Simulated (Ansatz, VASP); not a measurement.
# MgSiSe3: VASP beside Ansatz

```xyz
10
Lattice="3.3830 1.9532 5.4128 -3.3830 1.9532 5.4128 0.0000 -3.9063 5.4128" Properties=species:S:1:pos:R:3 pbc="T T T"
Mg    0.0000    0.0000   12.1788
Mg    0.0000    0.0000    4.0596
Si    0.0000    0.0000    8.1192
Si    0.0000    0.0000    0.0000
Se   -0.7920   -1.9532    6.7660
Se   -1.2955    1.6625    6.7660
Se    0.7920    1.9532    9.4724
Se   -2.0875   -0.2907    9.4724
Se    1.2955   -1.6625    9.4724
Se    2.0875    0.2907    6.7660
```

Alike in both runs: functional PBE; k mesh 3 × 3 × 3; occupations gaussian, width 0.1 eV; no spin polarisation.

Ansatz relaxed the structure, and its values are those at the end. VASP's run is a single point on that final structure, the one shown.

```csv
,VASP,Ansatz
version,VASP 6.6.1,Ansatz 0.2.0
potentials or method,"VASP PAW PBE potentials, release 64 (Mg, Si, Se), cutoff 520 eV","scalar-relativistic, plane waves, PAW"
valence electrons in the cell,48,124
```

Ansatz gave:

* gap on the k mesh at the Fermi level (eV): 0.36
* least direct gap on the mesh (eV): 0.51
* pressure (GPa): 0.0
* rms of the force components (eV/Å): 0.001

Question: Which values does VASP return?

Answer: gap on the k mesh at the Fermi level (eV): 0.36; least direct gap on the mesh (eV): 0.51; pressure (GPa): 0.0; rms of the force components (eV/Å): 0.006.

The functional is the same, so the differences come from potentials, cutoffs and numerics. VASP's potentials hold 48 valence electrons a cell and Ansatz's 124, so a difference there can come from the potentials and not from the codes.
